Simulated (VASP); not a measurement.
# TaF3 (P4/mmm) in VASP: notebook, part 2 of 2

VASP 6.6.1.

## 3. Single point, PBE (strain +0.030 along x and y, +0.000 along z)

INCAR reads:

```
SYSTEM = TaF3
ALGO     = Normal         ! electronic algorithm
EDIFF    = 1E-6           ! SCF threshold, eV
ENCUT    = 520            ! plane-wave cutoff, eV
GGA      = PE             ! functional
ISIF     = 2              ! what is computed and relaxed
ISMEAR   = 0              ! smearing method
LASPH    = .True.         ! aspherical terms in the spheres
LCHARG   = .True.         ! write CHGCAR
LELF     = .True.         ! ELF
LREAL    = .False.        ! projectors in reciprocal space
LVHAR    = .True.       
LWAVE    = .False.        ! write WAVECAR
NBANDS   = 24             ! bands
NELM     = 80             ! most SCF steps
PREC     = Accurate       ! precision mode
SIGMA    = 0.15           ! smearing width, eV
```

KPOINTS reads:

```
k-points
0
Gamma
  12 12 12
  0 0 0
```

POSCAR reads:

```
TaF3
1.0
    4.0182360000      0.0000000000      0.0000000000
    0.0000000000      4.0182360000      0.0000000000
    0.0000000000      0.0000000000      3.9012000000
Ta F
1 3
Direct
    0.0000000000      0.0000000000      0.0000000000
    0.5000000000      0.0000000000      0.0000000000
    0.0000000000      0.5000000000      0.0000000000
    0.0000000000      0.0000000000      0.5000000000
```

Potentials or basis: VASP PAW PBE potentials, release 64 (Ta_pv, F).

Started as:

```sh
cat potpaw_PBE.64/Ta_pv/POTCAR potpaw_PBE.64/F/POTCAR > POTCAR
mpirun -np 1 vasp_std > vasp.out
```

OUTCAR:

```text
SYSTEM = TaF3
   EDIFF = 1E-6
   ENCUT = 520
   GGA = PE
   ISIF = 2
   ISMEAR = 0
   LASPH = .True.
   LREAL = .False.
   NELM = 80
   PREC = Accurate

 ion  position               nearest neighbor table
   1  0.000  0.000  0.000-   4 1.95   4 1.95   2 2.01   3 2.01   3 2.01   2 2.01
   2  0.500  0.000  0.000-   1 2.01   1 2.01
   3  0.000  0.500  0.000-   1 2.01   1 2.01
   4  0.000  0.000  0.500-   1 1.95   1 1.95

  LATTYP: Found a simple tetragonal cell.
 ALAT       =     4.0182360000
 C/A-ratio  =     0.9708737864

  Lattice vectors:

 A1 = (   4.0182360000,   0.0000000000,   0.0000000000)
 A2 = (   0.0000000000,   4.0182360000,   0.0000000000)
 A3 = (   0.0000000000,   0.0000000000,   3.9012000000)

Analysis of symmetry for initial positions (statically):
=====================================================================
 Subroutine PRICEL returns:
 Original cell was already a primitive cell.

 Routine SETGRP: Setting up the symmetry group for a
 simple tetragonal supercell.

 Subroutine GETGRP returns: Found 16 space group operations
[... 167 lines left out ...]

  energy without entropy =      -26.41999695  energy(sigma->0) =      -26.43590603

 E-fermi :   4.3592     XC(G=0):  -8.7613

 val. band max:        4.3548180753   @ k =   0.3333   0.1667   0.0833
 cond. band min:       4.3623647037   @ k =   0.3333   0.1667   0.2500
 fundamental gap:      0.0075466284
 Fermi energy:         4.3591897287

 k-point     1 :       0.0000    0.0000    0.0000
  band No.  band energies     occupation
      1     -32.7240      2.00000
      2     -32.6040      2.00000
      3     -32.6040      2.00000
      4     -24.4672      2.00000
      5     -23.8808      2.00000
      6     -23.7164      2.00000
[... 637 lines left out ...]
     23      10.7985      0.00000
     24      12.4280      0.00000

 [... further k-points ...]

------------------------ aborting loop because EDIFF is reached ----------------------------------------

  FORCE on cell =-STRESS in cart. coord.  units (eV):
  Direction    XX          YY          ZZ          XY          YZ          ZX
  --------------------------------------------------------------------------------------
  -------------------------------------------------------------------------------------
  Total        4.4388163      4.4388163      8.8023824      0.0000000      0.0000000      0.0000000
  in kB      112.9038255    112.9038255    223.8936207      0.0000000      0.0000000      0.0000000
  external PRESSURE =     149.9004239 kB  Pullay stress =       0.0000000 kB

 VOLUME and BASIS-vectors are now :
 -----------------------------------------------------------------------------
  energy-cutoff  :      520.00
  volume of cell :       62.99
      direct lattice vectors                 reciprocal lattice vectors
     4.018236000  0.000000000  0.000000000     0.248865423  0.000000000  0.000000000
     0.000000000  4.018236000  0.000000000     0.000000000  0.248865423  0.000000000
     0.000000000  0.000000000  3.901200000     0.000000000  0.000000000  0.256331385

 POSITION                                       TOTAL-FORCE (eV/Angst)
 -----------------------------------------------------------------------------------
      0.00000      0.00000      0.00000         0.000000      0.000000      0.000000
      2.00912      0.00000      0.00000         0.000000      0.000000      0.000000
      0.00000      2.00912      0.00000         0.000000      0.000000      0.000000
      0.00000      0.00000      1.95060         0.000000      0.000000      0.000000
 -----------------------------------------------------------------------------------
    total drift:                                0.000000      0.000000      0.000000

  FREE ENERGIE OF THE ION-ELECTRON SYSTEM (eV)
  ---------------------------------------------------
  free  energy   TOTEN  =       -26.4518151176 eV

  energy  without entropy=      -26.4199969461  energy(sigma->0) =      -26.43590603
```

OSZICAR:

```text
N       E                     dE             d eps       ncg     rms          rms(c)
DAV:   1     0.263194971318E+03    0.26319E+03   -0.17979E+04  9416   0.129E+03
DAV:   2    -0.151823583205E+02   -0.27838E+03   -0.26875E+03 11920   0.366E+02
DAV:   3    -0.285631110406E+02   -0.13381E+02   -0.13278E+02 11760   0.802E+01
DAV:   4    -0.286728356933E+02   -0.10972E+00   -0.10968E+00 10288   0.821E+00
DAV:   5    -0.286739802774E+02   -0.11446E-02   -0.11445E-02 11728   0.804E-01    0.265E+01
DAV:   6    -0.264508672599E+02    0.22231E+01   -0.78168E+00  9904   0.252E+01    0.132E+01
DAV:   7    -0.264478266325E+02    0.30406E-02   -0.22001E-01 10176   0.413E+00    0.811E+00
DAV:   8    -0.264513643921E+02   -0.35378E-02   -0.26208E-02 10416   0.168E+00    0.141E+00
DAV:   9    -0.264505443278E+02    0.82006E-03   -0.29191E-03 11400   0.436E-01    0.883E-02
DAV:  10    -0.264516554210E+02   -0.11111E-02   -0.11586E-03  9480   0.232E-01    0.269E-02
DAV:  11    -0.264517932561E+02   -0.13784E-03   -0.95493E-05  9816   0.724E-02    0.315E-02
DAV:  12    -0.264518112234E+02   -0.17967E-04   -0.16879E-05  9680   0.318E-02    0.961E-03
DAV:  13    -0.264518143685E+02   -0.31452E-05   -0.26369E-06  9152   0.138E-02    0.362E-03
DAV:  14    -0.264518151176E+02   -0.74904E-06   -0.50649E-07  6776   0.575E-03
   1 F= -.26451815E+02 E0= -.26435906E+02  d E =-.318182E-01
```

It took 1.7 min on 1 thread of Intel Xeon 6975P-C (Granite Rapids), shared host; peak memory 0.35 GiB.

Results:

| Quantity | Value |
| --- | --- |
| Free energy | -26.4518 eV |
| Pressure | 15.0 GPa |
| Band gap on the k mesh | zero (bands 16 and 17 overlap by 2.60 eV) |

Levels at points of the mesh, in eV from the Fermi level:
```csv
k point,band 13,band 14,band 15,band 16,band 17,band 18,band 19,band 20
"(0.00, 0.00, 0.00)",-8.69,-8.69,-8.67,-1.13,-1.13,-1.11,-0.36,2.11
"(0.50, 0.00, 0.00)",-9.00,-8.93,-8.73,-1.06,0.24,0.26,1.95,2.52
"(0.50, 0.50, 0.00)",-9.33,-9.33,-8.09,0.32,0.32,1.24,3.29,4.97
"(0.00, 0.00, 0.50)",-8.82,-8.68,-8.68,-1.01,0.48,0.48,1.99,2.24
"(0.50, 0.00, 0.50)",-9.04,-9.00,-8.27,0.36,0.56,1.43,2.70,5.00
"(0.50, 0.50, 0.50)",-8.26,-8.26,-8.09,1.48,1.65,1.65,3.99,6.51
```

Caveat: the cell differs from its parent crystal (strain +0.030 along x and y, +0.000 along z); the stress differs along the axes, from 11 to 22 GPa; spin-orbit coupling is left out, which moves the levels of the heavy elements.

## 4. Single point, PBE (strain +0.015 along x and y, +0.030 along z)

INCAR reads:

```
  ALGO = Normal
  EDIFF = 1E-6
  ENCUT = 520
  GGA = PE
  ISIF = 2
  ISMEAR = 0
  LASPH = True
  LCHARG = True
  LELF = True
  LREAL = False
  LVHAR = True
  LWAVE = False
  NBANDS = 24
  NELM = 100
  PREC = Accurate
  SIGMA = 0.15
```

KPOINTS reads:

```
k-points
0
Gamma
  12 12 12
```

POSCAR reads:

```
TaF3
1.0
    3.9597180000      0.0000000000      0.0000000000
    0.0000000000      3.9597180000      0.0000000000
    0.0000000000      0.0000000000      4.0182360000
Ta F
1 3
Direct
    0.0000000000      0.0000000000      0.0000000000
    0.5000000000      0.0000000000      0.0000000000
    0.0000000000      0.5000000000      0.0000000000
    0.0000000000      0.0000000000      0.5000000000
```

Started as:

```sh
cat potpaw_PBE.64/Ta_pv/POTCAR potpaw_PBE.64/F/POTCAR > POTCAR
mpirun -np 1 vasp_std > vasp.out
```

Run time: 1.7 min. Hardware: 1 thread of Intel Xeon 6975P-C (Granite Rapids), shared host; peak memory 0.36 GiB.

Results (log left out):

| Item | Value |
| --- | --- |
| Free energy | -26.4853 eV |
| Pressure | 14.7 GPa |
| Band gap on the k mesh | zero (bands 16 and 17 overlap by 2.67 eV) |

Stress tensor (GPa, compression positive):
```
16.43  0.00  0.00
 0.00 16.43  0.00
 0.00  0.00 11.32
```

Levels at points of the mesh, in eV from the Fermi level:
```
           k point  band 13  band 14  band 15  band 16  band 17  band 18  band 19  band 20
(0.00, 0.00, 0.00)    -8.84    -8.71    -8.71    -1.13    -1.12    -1.12    -0.35     2.20
(0.50, 0.00, 0.00)    -8.89    -8.86    -8.71    -1.04     0.35     0.36     1.99     2.42
(0.50, 0.50, 0.00)    -9.02    -9.02    -8.30     0.45     0.45     1.42     2.69     4.99
(0.00, 0.00, 0.50)    -9.02    -8.91    -8.91    -1.06     0.25     0.25     2.10     2.48
(0.50, 0.00, 0.50)    -9.27    -9.25    -8.19     0.34     0.43     1.33     2.98     4.97
(0.50, 0.50, 0.50)    -8.29    -8.18    -8.18     1.55     1.55     1.63     3.99     6.65
```

Caveat: the cell differs from its parent crystal (strain +0.015 along x and y, +0.030 along z); the stress differs along the axes, from 11 to 16 GPa; spin-orbit coupling is left out, which moves the levels of the heavy elements.

## 5. Single point, PBE (strain +0.030 along x and y, +0.015 along z)

INCAR reads:

```
  PREC = Accurate
  ENCUT = 520
  EDIFF = 1E-6
  ISMEAR = 0
  SIGMA = 0.15
  LREAL = False
  LASPH = True
  NELM = 80
  ALGO = Normal
  ISIF = 2
  LWAVE = False
  LCHARG = False
  GGA = PE
  NBANDS = 24
```

KPOINTS reads:

```
Automatic mesh
0
Gamma
  12 12 12
```

POSCAR reads:

```
TaF3
1.0
    4.0182360000      0.0000000000      0.0000000000
    0.0000000000      4.0182360000      0.0000000000
    0.0000000000      0.0000000000      3.9597180000
Ta F
1 3
Direct
    0.0000000000      0.0000000000      0.0000000000
    0.5000000000      0.0000000000      0.0000000000
    0.0000000000      0.5000000000      0.0000000000
    0.0000000000      0.0000000000      0.5000000000
```

Potentials or basis: VASP PAW PBE potentials, release 64 (Ta_pv, F).

Started as:

```sh
cat potpaw_PBE.64/Ta_pv/POTCAR potpaw_PBE.64/F/POTCAR > POTCAR
mpirun -np 1 vasp_std > vasp.out
```

OUTCAR:

```text
PREC = Accurate
   ENCUT = 520
   EDIFF = 1E-6
   ISMEAR = 0
   LREAL = False
   LASPH = True
   NELM = 80
   ISIF = 2
   GGA = PE

 ion  position               nearest neighbor table
   1  0.000  0.000  0.000-   4 1.98   4 1.98   2 2.01   3 2.01   3 2.01   2 2.01
   2  0.500  0.000  0.000-   1 2.01   1 2.01
   3  0.000  0.500  0.000-   1 2.01   1 2.01
   4  0.000  0.000  0.500-   1 1.98   1 1.98

  LATTYP: Found a simple tetragonal cell.
 ALAT       =     4.0182360000
 C/A-ratio  =     0.9854368932

  Lattice vectors:

 A1 = (   4.0182360000,   0.0000000000,   0.0000000000)
 A2 = (   0.0000000000,   4.0182360000,   0.0000000000)
 A3 = (   0.0000000000,   0.0000000000,   3.9597180000)

Analysis of symmetry for initial positions (statically):
=====================================================================
 Subroutine PRICEL returns:
 Original cell was already a primitive cell.

 Routine SETGRP: Setting up the symmetry group for a
 simple tetragonal supercell.
[... 168 lines left out ...]
  free energy    TOTEN  =       -26.56545702 eV

  energy without entropy =      -26.53226581  energy(sigma->0) =      -26.54886141

 E-fermi :   4.2123     XC(G=0):  -8.6937

 val. band max:        4.2110245973   @ k =   0.3333   0.0833   0.0833
 cond. band min:       4.2131421156   @ k =   0.3333   0.0833   0.0000
 fundamental gap:      0.0021175183
 Fermi energy:         4.2122961685

 k-point     1 :       0.0000    0.0000    0.0000
  band No.  band energies     occupation
      1     -32.8181      2.00000
      2     -32.7617      2.00000
      3     -32.7617      2.00000
      4     -24.3206      2.00000
      5     -23.9660      2.00000
      6     -23.8393      2.00000
[... 637 lines left out ...]
     23      10.6894      0.00000
     24      12.3005      0.00000

 [... further k-points ...]

------------------------ aborting loop because EDIFF is reached ----------------------------------------

  FORCE on cell =-STRESS in cart. coord.  units (eV):
  Direction    XX          YY          ZZ          XY          YZ          ZX
  --------------------------------------------------------------------------------------
  -------------------------------------------------------------------------------------
  Total        4.2405758      4.2405758      6.2585148      0.0000000      0.0000000      0.0000000
  in kB      106.2674543    106.2674543    156.8363494      0.0000000      0.0000000      0.0000000
  external PRESSURE =     123.1237527 kB  Pullay stress =       0.0000000 kB

 VOLUME and BASIS-vectors are now :
 -----------------------------------------------------------------------------
  energy-cutoff  :      520.00
  volume of cell :       63.93
      direct lattice vectors                 reciprocal lattice vectors
     4.018236000  0.000000000  0.000000000     0.248865423  0.000000000  0.000000000
     0.000000000  4.018236000  0.000000000     0.000000000  0.248865423  0.000000000
     0.000000000  0.000000000  3.959718000     0.000000000  0.000000000  0.252543237

 POSITION                                       TOTAL-FORCE (eV/Angst)
 -----------------------------------------------------------------------------------
      0.00000      0.00000      0.00000         0.000000      0.000000      0.000000
      2.00912      0.00000      0.00000         0.000000      0.000000      0.000000
      0.00000      2.00912      0.00000         0.000000      0.000000      0.000000
      0.00000      0.00000      1.97986         0.000000      0.000000      0.000000
 -----------------------------------------------------------------------------------
    total drift:                                0.000000      0.000000      0.000000

  FREE ENERGIE OF THE ION-ELECTRON SYSTEM (eV)
  ---------------------------------------------------
  free  energy   TOTEN  =       -26.5654570191 eV

  energy  without entropy=      -26.5322658078  energy(sigma->0) =      -26.54886141
```

OSZICAR:

```text
N       E                     dE             d eps       ncg     rms          rms(c)
DAV:   1     0.265783449124E+03    0.26578E+03   -0.17940E+04  9416   0.129E+03
DAV:   2    -0.148641632444E+02   -0.28065E+03   -0.27029E+03 11816   0.367E+02
DAV:   3    -0.286961357657E+02   -0.13832E+02   -0.13714E+02 11816   0.812E+01
DAV:   4    -0.288112707549E+02   -0.11513E+00   -0.11510E+00 10232   0.841E+00
DAV:   5    -0.288124597357E+02   -0.11890E-02   -0.11889E-02 11680   0.824E-01    0.254E+01
DAV:   6    -0.265652453455E+02    0.22472E+01   -0.79284E+00  9896   0.252E+01    0.126E+01
DAV:   7    -0.265611873658E+02    0.40580E-02   -0.21903E-01 10104   0.415E+00    0.787E+00
DAV:   8    -0.265652739627E+02   -0.40866E-02   -0.28225E-02 10264   0.174E+00    0.143E+00
DAV:   9    -0.265642563170E+02    0.10176E-02   -0.36800E-03 11440   0.489E-01    0.142E-01
DAV:  10    -0.265653020585E+02   -0.10457E-02   -0.99573E-04  9472   0.224E-01    0.266E-02
DAV:  11    -0.265654466895E+02   -0.14463E-03   -0.10744E-04  9592   0.729E-02    0.863E-03
DAV:  12    -0.265654545064E+02   -0.78169E-05   -0.66728E-06 10176   0.218E-02    0.722E-03
DAV:  13    -0.265654563810E+02   -0.18746E-05   -0.10606E-06  8344   0.739E-03    0.159E-03
DAV:  14    -0.265654570191E+02   -0.63812E-06   -0.43579E-07  6504   0.522E-03
   1 F= -.26565457E+02 E0= -.26548861E+02  d E =-.331912E-01
```

Run time: 100 s. Hardware: 1 thread of Intel Xeon 6975P-C (Granite Rapids), shared host; peak memory 0.36 GiB.

What came out:

```yaml
Free_energy: -26.5655 eV
Pressure: 12.3 GPa
Band_gap_on_the_k_mesh: zero (bands 16 and 17 overlap by 2.58 eV)
```

Stress tensor (GPa, compression positive):
```
10.63  0.00  0.00
 0.00 10.63  0.00
 0.00  0.00 15.68
```

Caveat: the cell differs from its parent crystal (strain +0.030 along x and y, +0.015 along z); the stress differs along the axes, from 11 to 16 GPa; spin-orbit coupling is left out, which moves the levels of the heavy elements.

## 6. Summary

| cell | gap on the mesh (eV) | pressure (GPa) |
| --- | --- | --- |
| a = 4.018, b = 4.018, c = 3.843 Å, 4 atoms | none | 18.1 |
| a = 4.018, b = 4.018, c = 3.901 Å, 4 atoms | none | 15.0 |
| a = 3.960, b = 3.960, c = 4.018 Å, 4 atoms | none | 14.7 |
| a = 4.018, b = 4.018, c = 3.960 Å, 4 atoms | none | 12.3 |

Alike in all rows: task single point; level PBE; potentials or basis VASP PAW PBE potentials, release 64 (Ta_pv, F); no spin polarisation; k mesh 12 × 12 × 12; cutoff (eV) 520; smearing gaussian 0.15 eV.

Caveats: spin-orbit coupling is left out, which moves the levels of the heavy elements; the stress differs along the axes, from 11 to 16 GPa (at least some runs); the stress differs along the axes, from 12 to 30 GPa (at least some runs); the stress differs along the axes, from 11 to 22 GPa (at least some runs).

Total energies depend on the potentials used, so only differences within one code and one set of settings carry meaning.
